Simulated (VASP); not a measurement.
A run of VASP 6.6.1:

The input POSCAR:

```
Sn
1.0
   -1.9258799305      1.9258799305      1.9258799305
    1.9258799305     -1.9258799305      1.9258799305
    1.9258799305      1.9258799305     -1.9258799305
Sn
1
Direct
    0.0000000000      0.0000000000      0.0000000000
```

Contents of INCAR.step1:

```
PREC     = Accurate       # precision mode
ENCUT    = 520            # plane-wave cutoff, eV
EDIFF    = 1E-5           # SCF threshold, eV
ISMEAR   = -1             # smearing method
SIGMA    = 0.05           # smearing width, eV
LREAL    = F              # projectors in reciprocal space
LASPH    = T              # aspherical terms in the spheres
NELM     = 80             # most SCF steps
ALGO     = Normal         # electronic algorithm
ISIF     = 2              # what is computed and relaxed
LWAVE    = T              # write WAVECAR
LCHARG   = F              # write CHGCAR
GGA      = PE             # functional
NBANDS   = 13             # bands
```

INCAR.step2

```
PREC     = Accurate       # precision mode
ENCUT    = 520            # plane-wave cutoff, eV
EDIFF    = 1E-6           # SCF threshold, eV
ISMEAR   = -1             # smearing method
SIGMA    = 0.05           # smearing width, eV
LREAL    = F              # projectors in reciprocal space
LASPH    = T              # aspherical terms in the spheres
NELM     = 80             # most SCF steps
ALGO     = Normal         # electronic algorithm
ISIF     = 2              # what is computed and relaxed
LWAVE    = F              # write WAVECAR
LCHARG   = F              # write CHGCAR
GGA      = PS             # functional
LHFCALC  = T              # exact exchange
AEXX     = 0.25           # exact-exchange fraction
HFSCREEN = 0.207          # screening, 1/A
PRECFOCK = Normal       
ISTART   = 1            
NBANDS   = 13             # bands
```

KPOINTS

```
Automatic mesh
0
Gamma
  5 5 5
```

Potentials or basis: VASP PAW PBE potentials, release 64 (Sn_d).

Launch:

```console
$ cat potpaw_PBE.64/Sn_d/POTCAR > POTCAR
$ cp INCAR.step1 INCAR
$ mpirun -np 1 vasp_std > vasp.out
$ cp INCAR.step2 INCAR
$ mpirun -np 1 vasp_std > vasp.out
```

Hardware: 1 thread of Intel(R) Xeon(R) Platinum 8488C (Sapphire Rapids) (shared host).

Q: Estimate the wall time of this run.

A: Wall time 5.4 min on 1 thread of Intel(R) Xeon(R) Platinum 8488C (Sapphire Rapids) (shared host), peak memory 0.26 GiB. Counts: k points 10.
